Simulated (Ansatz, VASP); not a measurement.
## One calculation of SrHg3O4, two programs

File INCAR:

```
SYSTEM = SrHg3O4
PREC = Accurate ; ENCUT = 600
EDIFF = 1E-6 ; ISMEAR = 0
SIGMA = 0.1 ; LREAL = .False.
LASPH = .True. ; NELM = 120
ALGO = Normal ; ISIF = 2
LWAVE = .False. ; LCHARG = .True.
GGA = PE ; LELF = .True.
LVHAR = .True. ; NBANDS = 57
GGA_COMPAT = .False.
```

File KPOINTS:

```
regular mesh
0
Gamma
  8 8 8
  0 0 0
```

POSCAR

```
SrHg3O4
1.0
    4.7829323224      0.0000000000      0.0000000000
    0.0000000000      4.7829323224      0.0000000000
    0.0000000000      0.0000000000      4.7829323224
Sr Hg O
1 3 4
Direct
    0.0000000000      0.0000000000      0.0000000000
    0.0000000000      0.5000000000      0.5000000000
    0.5000000000      0.0000000000      0.5000000000
    0.5000000000      0.5000000000      0.0000000000
    0.5000000000      0.0000000000      0.0000000000
    0.5000000000      0.5000000000      0.5000000000
    0.0000000000      0.0000000000      0.5000000000
    0.0000000000      0.5000000000      0.0000000000
```

Input for Ansatz:

```yaml
crystal:
  lattice:
    - [4.7829323224, 0.0, 0.0]
    - [0.0, 4.7829323224, 0.0]
    - [0.0, 0.0, 4.7829323224]
  atoms:
    - { symbol: Sr, position: [0.0, 0.0, 0.0] }
    - { symbol: Hg, position: [0.0, 0.5, 0.5] }
    - { symbol: Hg, position: [0.5, 0.0, 0.5] }
    - { symbol: Hg, position: [0.5, 0.5, 0.0] }
    - { symbol: O, position: [0.5, 0.0, 0.0] }
    - { symbol: O, position: [0.5, 0.5, 0.5] }
    - { symbol: O, position: [0.0, 0.0, 0.5] }
    - { symbol: O, position: [0.0, 0.5, 0.0] }
basis:
  ecutwfc: 420
kpoints:
  mp_grid: { grid: [8, 8, 8] }
hamiltonian:
  xc: pbe
scf:
  occupations: { method: gaussian, width: 0.1 }
output:
  forces: true
  stress: true
  eigenvalues: true
```

Alike in both runs: task single point; functional PBE; k mesh 8 × 8 × 8; occupations gaussian, width 0.1 eV; no spin polarisation.

|  | VASP | Ansatz |
| --- | --- | --- |
| version | VASP 6.6.1 | Ansatz 0.2.0 |
| potentials or method | VASP PAW PBE potentials, release 64 (Sr_sv, Hg_sv_GW, O), cutoff 600 eV | scalar-relativistic, plane waves, PAW |
| valence electrons in the cell | 94 | 94 |

Ansatz gave:

* gap on the k mesh at the Fermi level (eV): none
* pressure (GPa): 17.5

Task: Estimate VASP's values.

Result: gap on the k mesh at the Fermi level (eV): none; pressure (GPa): 17.8.

A gap of «none» marks a metal or a gap that the smearing closes. The functional is the same, so the differences come from potentials, cutoffs and numerics.

Neither program's run includes spin-orbit coupling.
